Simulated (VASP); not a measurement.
Wanted: the native input for a VASP 6.6.1 run.

* Task: single point
* Functional: r2SCAN
* Potentials or basis: VASP PAW PBE potentials, release 64 (Se)
* Cutoff: 520 eV
* k mesh: 10 × 10 × 10
* Occupations: gaussian, width 0.1 eV
* Spin: no spin polarisation
* Dipole correction: no
* Further INCAR settings: ALGO = Normal; EDIFF = 1e-06; NBANDS = 9

Crystal: Se.

```
Se
1.0
    -1.70345    1.70345    1.70345
     1.70345   -1.70345    1.70345
     1.70345    1.70345   -1.70345
Se
1
Direct
  0.00000 0.00000 0.00000
```

One way to write it, as run:

POSCAR

```
Se
1.0
   -1.7034486149      1.7034486149      1.7034486149
    1.7034486149     -1.7034486149      1.7034486149
    1.7034486149      1.7034486149     -1.7034486149
Se
1
Direct
    0.0000000000      0.0000000000      0.0000000000
```

INCAR.step1

```
SYSTEM = Se
ALGO     = Normal         ! electronic algorithm
EDIFF    = 1E-4           ! SCF threshold, eV
ENCUT    = 520            ! plane-wave cutoff, eV
GGA      = PE             ! functional
ISMEAR   = 0              ! smearing method
LASPH    = .TRUE.         ! aspherical terms in the spheres
LCHARG   = .FALSE.        ! write CHGCAR
LREAL    = .FALSE.        ! projectors in reciprocal space
LWAVE    = .TRUE.         ! write WAVECAR
NBANDS   = 9              ! bands
NELM     = 100            ! most SCF steps
PREC     = Accurate       ! precision mode
SIGMA    = 0.1            ! smearing width, eV
```

INCAR.step2

```
SYSTEM = Se
ALGO     = Normal         ! electronic algorithm
EDIFF    = 1E-6           ! SCF threshold, eV
ENCUT    = 520            ! plane-wave cutoff, eV
ISIF     = 2              ! what is computed and relaxed
ISMEAR   = 0              ! smearing method
ISTART   = 1            
LASPH    = .TRUE.         ! aspherical terms in the spheres
LCHARG   = .TRUE.         ! write CHGCAR
LELF     = .TRUE.         ! ELF
LMIXTAU  = .TRUE.       
LREAL    = .FALSE.        ! projectors in reciprocal space
LVHAR    = .TRUE.       
LWAVE    = .FALSE.        ! write WAVECAR
METAGGA  = R2SCAN         ! meta-GGA
NBANDS   = 9              ! bands
NELM     = 100            ! most SCF steps
PREC     = Accurate       ! precision mode
SIGMA    = 0.1            ! smearing width, eV
```

KPOINTS

```
k-points
0
G
  10 10 10
  0 0 0
```

Potentials or basis: VASP PAW PBE potentials, release 64 (Se).

Run with:

```console
$ cat potpaw_PBE.64/Se/POTCAR > POTCAR
$ cp INCAR.step1 INCAR
$ mpirun -np 1 vasp_std > vasp.out
$ cp INCAR.step2 INCAR
$ mpirun -np 1 vasp_std > vasp.out
```

Results of the run:

```
Pressure               : 1.6 GPa
Band gap on the k mesh : zero (band 3 reaches 8.86 eV, above the bottom of band 4 at 2.08 eV)
```

Caveat: the PAW data sets were made with another functional, which shifts forces and pressure a little.

Wall time 19 s on 1 thread of Intel(R) Xeon(R) Platinum 8375C CPU @ 2.90GHz (Ice Lake), on a shared host, peak memory 0.14 GiB.
